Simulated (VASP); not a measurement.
# TaN (I4/mmm) in VASP: notebook

Runs on TaN. Level: PBEsol. Tasks: single point.

Program: VASP 6.6.1. These are calculated values, not measurements. Logs are shortened: lines on timing, memory, paths and dates and some standing lists are left out, and cuts for length are marked.

## Step 1: The cell of the first run

It takes space group I4/mmm (No. 139, tetragonal). The conventional cell has a = 2.927 Å, b = 2.927 Å, c = 4.576 Å, α = 90.00°, β = 90.00°, γ = 90.00°. Within 2.7 Å of Ta (site symmetry 4/mmm) lie 6 N at 2.07 to 2.29 Å. Within 2.7 Å of N (site symmetry 4/mmm) lie 6 Ta at 2.07 to 2.29 Å.

## Step 2: Single point, PBEsol (strain -0.050 along x and y, +0.050 along z)

Contents of INCAR:

```
SYSTEM = TaN
PREC = Accurate ; ENCUT = 520
EDIFF = 1E-6 ; ISMEAR = 0
SIGMA = 0.15 ; LREAL = .FALSE.
LASPH = .TRUE. ; NELM = 60
ALGO = Normal ; ISIF = 2
LWAVE = .FALSE. ; LCHARG = .FALSE.
GGA = PS ; NBANDS = 15
```

Contents of KPOINTS:

```
regular mesh
0
G
  18 18 18
  0 0 0
```

Contents of POSCAR:

```
TaN
1.0
    0.0000000000      2.0700500000      2.2879500000
    2.0700500000      0.0000000000      2.2879500000
    2.0700500000      2.0700500000      0.0000000000
Ta N
1 1
Direct
    0.5000000000      0.5000000000      0.5000000000
    0.0000000000      0.0000000000      0.0000000000
```

Potentials or basis: VASP PAW PBE potentials, release 64 (Ta_pv, N).

On the command line:

```sh
$ cat potpaw_PBE.64/Ta_pv/POTCAR potpaw_PBE.64/N/POTCAR > POTCAR
$ mpirun -np 1 vasp_std > vasp.out
```

OUTCAR:

```text
SYSTEM = TaN
   PREC = Accurate
   ENCUT = 520
   EDIFF = 1E-6
   ISMEAR = 0
   LREAL = .FALSE.
   LASPH = .TRUE.
   NELM = 60
   ISIF = 2
   GGA = PS

 ion  position               nearest neighbor table
   1  0.500  0.500  0.500-   2 2.07   2 2.07   2 2.07   2 2.07   2 2.29   2 2.29
   2  0.000  0.000  0.000-   1 2.07   1 2.07   1 2.07   1 2.07   1 2.29   1 2.29

  LATTYP: Found a body centered tetragonal cell.
 ALAT       =     2.9274927848
 C/A-ratio  =     1.5630781479

  Lattice vectors:

 A1 = (  -2.0700500000,   0.0000000000,   2.2879500000)
 A2 = (   2.0700500000,   0.0000000000,   2.2879500000)
 A3 = (   0.0000000000,   2.0700500000,  -2.2879500000)

Analysis of symmetry for initial positions (statically):
=====================================================================
 Subroutine PRICEL returns:
 Original cell was already a primitive cell.

 Routine SETGRP: Setting up the symmetry group for a
 body centered tetragonal supercell.

 Subroutine GETGRP returns: Found 16 space group operations
 (whereof 16 operations were pure point group operations)
 out of a pool of 16 trial point group operations.

The static configuration has the point symmetry D_4h.

Analysis of symmetry for dynamics (positions and initial velocities):
=====================================================================
 Subroutine PRICEL returns:
 Original cell was already a primitive cell.

 Routine SETGRP: Setting up the symmetry group for a
 body centered tetragonal supercell.

 Subroutine GETGRP returns: Found 16 space group operations
 (whereof 16 operations were pure point group operations)
 out of a pool of 16 trial point group operations.

The dynamic configuration has the point symmetry D_4h.

 Subroutine INISYM returns: Found 16 space group operations
 (whereof 16 operations are pure point group operations),
 and found     1 'primitive' translations

----------------------------------------------------------------------------------------

                                     Primitive cell

  volume of cell :      19.6082

  direct lattice vectors                    reciprocal lattice vectors
     0.000000000  2.070050000  2.287950000    -0.241540059  0.241540059  0.218536244
     2.070050000  0.000000000  2.287950000     0.241540059 -0.241540059  0.218536244
     2.070050000  2.070050000  0.000000000     0.241540059  0.241540059 -0.218536244

  length of vectors
     3.085420912  3.085420912  2.927492785     0.405513613  0.405513613  0.405513613

  position of ions in fractional coordinates (direct lattice)
     0.500000000  0.500000000  0.500000000
     0.000000000  0.000000000  0.000000000

  ion indices of the primitive-cell ions
   primitive index   ion index
[... 82 lines left out ...]
   POTIM  = 0.5000    time-step for ionic-motion
   TEBEG  =    0.0;   TEEND  =   0.0 temperature during run
   PSTRESS=    0.0 pullay stress
   NELECT =      16.0000    total number of electrons
   NUPDOWN=      -1.0000    fix difference up-down
   EMIN   =  10.00;   EMAX   =-10.00  energy-range for DOS
   EFERMI =   0.00;   METHOD = LEGACY
   ISMEAR =     0;   SIGMA  =   0.15  broadening in eV -4-tet -1-fermi 0-gaus
   EFERMI_NEDOS =   21; number of points for ismear=-14 and -15
   IALGO  =     38    algorithm
   IMIX   =      4    mixing-type and parameters
     AMIX     =   0.40;   BMIX     =  1.00
     AMIX_MAG =   1.60;   BMIX_MAG =  1.00
  volume/ion in A,a.u.               =       9.80        66.16
  Fermi-wavevector in a.u.,A,eV,Ry     =   1.529803  2.890908 31.841665  2.340296
  Thomas-Fermi vector in A             =   2.637373
   LORBIT       =      0    0 simple, 1 ext, 2 COOP (PROOUT), +10 PAW based schemes
   GGA     = PS    functional components
   LHFCALC =     F    Hartree Fock is set to
   AEXX    =    0.0000 exact exchange contribution
   IVDW    =     0    specifies the selected vdW correction
   LEPSILON=     F    determine dielectric tensor
   LRPA    =     F    only Hartree local field effects (RPA)
 non-spin polarized calculation
 Gauss-broadening in eV      SIGMA  =   0.15
  energy-cutoff  :      520.00
  volume of cell :       19.61
 maximum number of plane-waves:       549
   NGX = 11   NGY = 11   NGZ = 11

 number of electron      15.9999997 magnetization

 Free energy of the ion-electron system (eV)
  ---------------------------------------------------
  ext. energy  EPLUGINS =         0.00000000
  ---------------------------------------------------
  free energy    TOTEN  =       -22.80443298 eV

  energy without entropy =      -22.79545308  energy(sigma->0) =      -22.79994303

 E-fermi :  10.2451     XC(G=0): -14.0229

 val. band max:       10.2416513340   @ k =  -0.2222   0.3333   0.1111
 cond. band min:      10.2467438560   @ k =   0.3889   0.2222   0.1667
 fundamental gap:      0.0050925220
 Fermi energy:        10.2450803432

 k-point     1 :       0.0000    0.0000    0.0000
  band No.  band energies     occupation
      1     -25.2154      2.00000
      2     -25.1827      2.00000
      3     -25.1827      2.00000
      4      -9.2146      2.00000
      5       5.9487      2.00000
      6       6.4618      2.00000
      7       6.4618      2.00000
      8       7.0769      2.00000
      9       8.4853      2.00000
     10       8.4853      2.00000
     11       8.6793      2.00000
     12      11.1239      0.00000
     13      13.7554      0.00000
     14      19.8426      0.00000
[... 401 lines left out ...]
      2     -25.3178      2.00000
      3     -25.1724      2.00000
      4      -7.5332      2.00000
      5       2.2089      2.00000
      6       3.3550      2.00000
      7       3.4691      2.00000
      8       9.4300      2.00000
      9       9.8043      1.99997
     10      10.3130      0.52181
     11      11.6776      0.00000
     12      16.3889      0.00000
     13      16.9917      0.00000
     14      22.9257      0.00000
     15      23.3789      0.00000

 [... further k-points ...]
[... 5 lines left out ...]
  --------------------------------------------------------------------------------------
  -------------------------------------------------------------------------------------
  Total        7.3703108      7.3703108     -0.4594326      0.0000000     -0.0000000      0.0000000
  in kB      602.2241755    602.2241755    -37.5399900      0.0000000     -0.0000000      0.0000000
  external PRESSURE =     388.9694537 kB  Pullay stress =       0.0000000 kB

 VOLUME and BASIS-vectors are now :
 -----------------------------------------------------------------------------
  energy-cutoff  :      520.00
  volume of cell :       19.61
      direct lattice vectors                 reciprocal lattice vectors
     0.000000000  2.070050000  2.287950000    -0.241540059  0.241540059  0.218536244
     2.070050000  0.000000000  2.287950000     0.241540059 -0.241540059  0.218536244
     2.070050000  2.070050000  0.000000000     0.241540059  0.241540059 -0.218536244

 POSITION                                       TOTAL-FORCE (eV/Angst)
 -----------------------------------------------------------------------------------
      2.07005      2.07005      2.28795         0.000000     -0.000000     -0.000000
      0.00000      0.00000      0.00000        -0.000000      0.000000      0.000000
 -----------------------------------------------------------------------------------
    total drift:                                0.000000     -0.000000     -0.000000

  FREE ENERGIE OF THE ION-ELECTRON SYSTEM (eV)
  ---------------------------------------------------
  free  energy   TOTEN  =       -22.8044329840 eV

  energy  without entropy=      -22.7954530791  energy(sigma->0) =      -22.79994303
```

stdout:

```text
POSCAR found type information on POSCAR TaN
 POSCAR found :  2 types and       2 ions
 scaLAPACK will be used
 -----------------------------------------------------------------------------
|                                                                             |
|                                                                             |
|     You enforced a specific xc type in the INCAR file but a different       |
|     I HOPE YOU KNOW WHAT YOU ARE DOING!                                     |
|                                                                             |
 -----------------------------------------------------------------------------

 LDA part: xc-table for (Slater+PW92), standard interpolation
 POSCAR, INCAR and KPOINTS ok, starting setup
 FFT: planning ... GRIDC
 FFT: planning ... GRID_SOFT
 FFT: planning ... GRID
 WAVECAR not read
 entering main loop
```

Run time: 38 s. Hardware: 1 thread of Intel Xeon 6975P-C (Granite Rapids), shared host; peak memory 0.26 GiB.

Results:

* Free energy: -22.8044 eV
* Pressure: 38.9 GPa
* Band gap on the k mesh: zero (band 8 reaches 12.31 eV, above the bottom of band 9 at 8.27 eV)

Stress tensor (GPa, compression positive):
```
60.22  0.00  0.00
 0.00 60.22  0.00
 0.00  0.00 -3.75
```

Caveat: the cell differs from its parent crystal (strain -0.050 along x and y, +0.050 along z); the PAW data sets were made with another functional, which shifts forces and pressure a little; spin-orbit coupling is left out, which moves the levels of the heavy elements.

## Step 3: Single point, PBEsol (strain +0.000 along x and y, -0.050 along z)

Contents of INCAR:

```
PREC     = Accurate       # precision mode
ENCUT    = 520            # plane-wave cutoff, eV
EDIFF    = 1E-6           # SCF threshold, eV
ISMEAR   = 0              # smearing method
SIGMA    = 0.15           # smearing width, eV
LREAL    = F              # projectors in reciprocal space
LASPH    = T              # aspherical terms in the spheres
NELM     = 80             # most SCF steps
ALGO     = Normal         # electronic algorithm
ISIF     = 2              # what is computed and relaxed
LWAVE    = F              # write WAVECAR
LCHARG   = F              # write CHGCAR
GGA      = PS             # functional
NBANDS   = 15             # bands
```

Contents of KPOINTS:

```
regular mesh
0
Gamma
  18 18 18
```

Contents of POSCAR:

```
TaN
1.0
    0.0000000000      2.1790000000      2.0700500000
    2.1790000000      0.0000000000      2.0700500000
    2.1790000000      2.1790000000      0.0000000000
Ta N
1 1
Direct
    0.5000000000      0.5000000000      0.5000000000
    0.0000000000      0.0000000000      0.0000000000
```

Potentials or basis: VASP PAW PBE potentials, release 64 (Ta_pv, N).

On the command line:

```sh
$ cat potpaw_PBE.64/Ta_pv/POTCAR potpaw_PBE.64/N/POTCAR > POTCAR
$ mpirun -np 1 vasp_std > vasp.out
```

OUTCAR:

```text
PREC = Accurate
   ENCUT = 520
   EDIFF = 1E-6
   ISMEAR = 0
   LREAL = F
   LASPH = T
   NELM = 80
   ISIF = 2
   GGA = PS

 ion  position               nearest neighbor table
   1  0.500  0.500  0.500-   2 2.07   2 2.07   2 2.18   2 2.18   2 2.18   2 2.18
   2  0.000  0.000  0.000-   1 2.07   1 2.07   1 2.18   1 2.18   1 2.18   1 2.18

  LATTYP: Found a body centered tetragonal cell.
 ALAT       =     3.0815713524
 C/A-ratio  =     1.3435028843

  Lattice vectors:

 A1 = (   0.0000000000,  -2.1790000000,  -2.0700500000)
 A2 = (   0.0000000000,   2.1790000000,  -2.0700500000)
 A3 = (   2.1790000000,   0.0000000000,   2.0700500000)

Analysis of symmetry for initial positions (statically):
=====================================================================
 Subroutine PRICEL returns:
 Original cell was already a primitive cell.

 Routine SETGRP: Setting up the symmetry group for a
 body centered tetragonal supercell.

 Subroutine GETGRP returns: Found 16 space group operations
 (whereof 16 operations were pure point group operations)
 out of a pool of 16 trial point group operations.

The static configuration has the point symmetry D_4h.

Analysis of symmetry for dynamics (positions and initial velocities):
=====================================================================
 Subroutine PRICEL returns:
 Original cell was already a primitive cell.

 Routine SETGRP: Setting up the symmetry group for a
 body centered tetragonal supercell.

 Subroutine GETGRP returns: Found 16 space group operations
 (whereof 16 operations were pure point group operations)
 out of a pool of 16 trial point group operations.

The dynamic configuration has the point symmetry D_4h.

 Subroutine INISYM returns: Found 16 space group operations
 (whereof 16 operations are pure point group operations),
 and found     1 'primitive' translations

----------------------------------------------------------------------------------------

[... 116 lines left out ...]
   LORBIT       =      0    0 simple, 1 ext, 2 COOP (PROOUT), +10 PAW based schemes
   GGA     = PS    functional components
   LHFCALC =     F    Hartree Fock is set to
   AEXX    =    0.0000 exact exchange contribution
   IVDW    =     0    specifies the selected vdW correction
   LEPSILON=     F    determine dielectric tensor
   LRPA    =     F    only Hartree local field effects (RPA)
 non-spin polarized calculation
 Gauss-broadening in eV      SIGMA  =   0.15
  energy-cutoff  :      520.00
  volume of cell :       19.66
 maximum number of plane-waves:       545
   NGX = 11   NGY = 11   NGZ = 11

 number of electron      15.9999997 magnetization

 Free energy of the ion-electron system (eV)
  ---------------------------------------------------
  ext. energy  EPLUGINS =         0.00000000
  ---------------------------------------------------
  free energy    TOTEN  =       -23.00878290 eV

  energy without entropy =      -23.00053370  energy(sigma->0) =      -23.00465830

 E-fermi :  10.2834     XC(G=0): -14.0215

 val. band max:       10.2777985176   @ k =  -0.4444   0.1667   0.0000
 cond. band min:      10.2835387932   @ k =   0.2222   0.1111   0.0000
 fundamental gap:      0.0057402756
 Fermi energy:        10.2833625306

 k-point     1 :       0.0000    0.0000    0.0000
  band No.  band energies     occupation
      1     -25.2533      2.00000
      2     -25.2519      2.00000
      3     -25.2519      2.00000
      4      -9.1868      2.00000
      5       6.1580      2.00000
      6       6.1580      2.00000
      7       6.5001      2.00000
      8       7.7232      2.00000
      9       7.7232      2.00000
     10       8.3918      2.00000
     11       9.9316      1.99909
     12      10.2139      1.48757
     13      13.1289      0.00000
     14      19.7242      0.00000
[... 401 lines left out ...]
      2     -25.3284      2.00000
      3     -25.3095      2.00000
      4      -7.7480      2.00000
      5       2.2399      2.00000
      6       3.3819      2.00000
      7       4.1033      2.00000
      8       9.1542      2.00000
      9       9.2802      2.00000
     10      10.5360      0.01721
     11      14.2175      0.00000
     12      14.5432      0.00000
     13      15.3826      0.00000
     14      22.8429      0.00000
     15      23.2741      0.00000

 [... further k-points ...]
[... 5 lines left out ...]
  --------------------------------------------------------------------------------------
  -------------------------------------------------------------------------------------
  Total        1.7096754      1.7096754      7.6865445      0.0000000      0.0000000      0.0000000
  in kB      139.3474279    139.3474279    626.4933114      0.0000000      0.0000000      0.0000000
  external PRESSURE =     301.7293890 kB  Pullay stress =       0.0000000 kB

 VOLUME and BASIS-vectors are now :
 -----------------------------------------------------------------------------
  energy-cutoff  :      520.00
  volume of cell :       19.66
      direct lattice vectors                 reciprocal lattice vectors
     0.000000000  2.179000000  2.070050000    -0.229463056  0.229463056  0.241540059
     2.179000000  0.000000000  2.070050000     0.229463056 -0.229463056  0.241540059
     2.179000000  2.179000000  0.000000000     0.229463056  0.229463056 -0.241540059

 POSITION                                       TOTAL-FORCE (eV/Angst)
 -----------------------------------------------------------------------------------
      2.17900      2.17900      2.07005        -0.000000      0.000000      0.000000
      0.00000      0.00000      0.00000         0.000000     -0.000000      0.000000
 -----------------------------------------------------------------------------------
    total drift:                                0.000000     -0.000000     -0.000000

  FREE ENERGIE OF THE ION-ELECTRON SYSTEM (eV)
  ---------------------------------------------------
  free  energy   TOTEN  =       -23.0087828966 eV

  energy  without entropy=      -23.0005337024  energy(sigma->0) =      -23.00465830
```

Run time: 40 s. Hardware: 1 thread of Intel Xeon 6975P-C (Granite Rapids), shared host; peak memory 0.26 GiB.

Results:

- Free energy: -23.0088 eV
- Pressure: 30.2 GPa
- Band gap on the k mesh: zero (band 8 reaches 12.17 eV, above the bottom of band 9 at 7.72 eV)

Stress tensor (GPa, compression positive):
```
13.93  0.00  0.00
 0.00 13.93  0.00
 0.00  0.00 62.65
```

Caveat: the cell differs from its parent crystal (strain +0.000 along x and y, -0.050 along z); the PAW data sets were made with another functional, which shifts forces and pressure a little; spin-orbit coupling is left out, which moves the levels of the heavy elements.

## Step 4: Single point, PBEsol (strain +0.025 along x and y, -0.050 along z)

Contents of INCAR:

```
SYSTEM = TaN
PREC = Accurate
ENCUT = 520
EDIFF = 1E-6
ISMEAR = 0
SIGMA = 0.15
LREAL = .False.
LASPH = .True.
NELM = 60
ALGO = Normal
ISIF = 2
LWAVE = .False.
LCHARG = .False.
GGA = PS
NBANDS = 15
```

Contents of KPOINTS:

```
Automatic mesh
0
Gamma
  18 18 18
  0 0 0
```

Contents of POSCAR:

```
TaN
1.0
    0.0000000000      2.2334750000      2.0700500000
    2.2334750000      0.0000000000      2.0700500000
    2.2334750000      2.2334750000      0.0000000000
Ta N
1 1
Direct
    0.5000000000      0.5000000000      0.5000000000
    0.0000000000      0.0000000000      0.0000000000
```

On the command line:

```sh
$ cat potpaw_PBE.64/Ta_pv/POTCAR potpaw_PBE.64/N/POTCAR > POTCAR
$ mpirun -np 1 vasp_std > vasp.out
```

It took 39 s on 1 thread of Intel Xeon 6975P-C (Granite Rapids), shared host; peak memory 0.26 GiB.

Results (log left out):

```
Free energy            : -23.0248 eV
Pressure               : 11.8 GPa
Band gap on the k mesh : zero (band 8 reaches 11.44 eV, above the bottom of band 9 at 7.23 eV)
```

Stress tensor (GPa, compression positive):
```
-7.50  0.00  0.00
 0.00 -7.50  0.00
 0.00  0.00 50.32
```

Levels at points of the mesh, in eV from the Fermi level:
```
           k point  band 6  band 7  band 8  band 9  band 10  band 11
(0.00, 0.00, 0.00)   -4.01   -3.57   -2.47   -2.47    -1.54    -0.50
(0.50, 0.00, 0.00)   -7.87   -7.85    1.63    2.37     2.43     3.85
(0.50, 0.50, 0.00)   -5.79   -4.94   -4.94    2.30     3.72     3.72
(0.50, 0.00, 0.50)   -5.60   -4.72   -4.30    1.80     3.25     4.16
```

Caveat: the cell differs from its parent crystal (strain +0.025 along x and y, -0.050 along z); the PAW data sets were made with another functional, which shifts forces and pressure a little; spin-orbit coupling is left out, which moves the levels of the heavy elements.

## Step 5: The runs side by side

| cell | gap on the mesh (eV) | pressure (GPa) |
| --- | --- | --- |
| a = 3.085, b = 3.085, c = 2.927 Å, angles 61.7, 61.7, 56.6°, 2 atoms | none | 38.9 |
| a = 3.006, b = 3.006, c = 3.082 Å, angles 59.2, 59.2, 61.7°, 2 atoms | none | 30.2 |
| a = 3.045, b = 3.045, c = 3.159 Å, angles 58.8, 58.8, 62.5°, 2 atoms | none | 11.8 |

Alike in all rows: task single point; level PBEsol; potentials or basis VASP PAW PBE potentials, release 64 (Ta_pv, N); no spin polarisation; k mesh 18 × 18 × 18; cutoff (eV) 520; smearing gaussian 0.15 eV.

Caveats: the PAW data sets were made with another functional, which shifts forces and pressure a little; spin-orbit coupling is left out, which moves the levels of the heavy elements.

Total energies depend on the potentials used, so only differences within one code and one set of settings carry meaning.
